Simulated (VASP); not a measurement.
AgCl (Chlorargyrite):

```
CELL_PARAMETERS angstrom
0.00000 2.77317 2.77317
2.77317 0.00000 2.77317
2.77317 2.77317 0.00000
ATOMIC_POSITIONS crystal
Ag 0.00000 0.00000 0.00000
Cl 0.50000 0.50000 0.50000
```

Base run:

| Quantity | Value |
| --- | --- |
| Program | VASP 6.6.1 |
| Functional | PBE |
| Potentials or basis | VASP PAW PBE potentials, release 64 (Ag, Cl) |
| Cutoff | 520 eV |
| k mesh | 8 × 8 × 8 |
| Occupations | gaussian, width 0.01 eV |
| Spin | no spin polarisation |

Its results: band gap on the k mesh 0.91 eV, indirect (least direct gap 3.18 eV); pressure 1.5 GPa.

Question: The run is repeated on the same cell with these changes: functional from PBE to r2SCAN; further incar settings from ALGO = Normal; EDIFF = 1e-06; NBANDS = 16 to ALGO = Normal; EDIFF = 1e-07; NBANDS = 16. What comes out?

Answer: Band gap on the k mesh 1.42 eV, indirect (least direct gap 3.70 eV); pressure -0.1 GPa.

Caveats: the PAW data sets were made with another functional, which shifts forces and pressure a little (some runs).

A k mesh can miss the band edges.
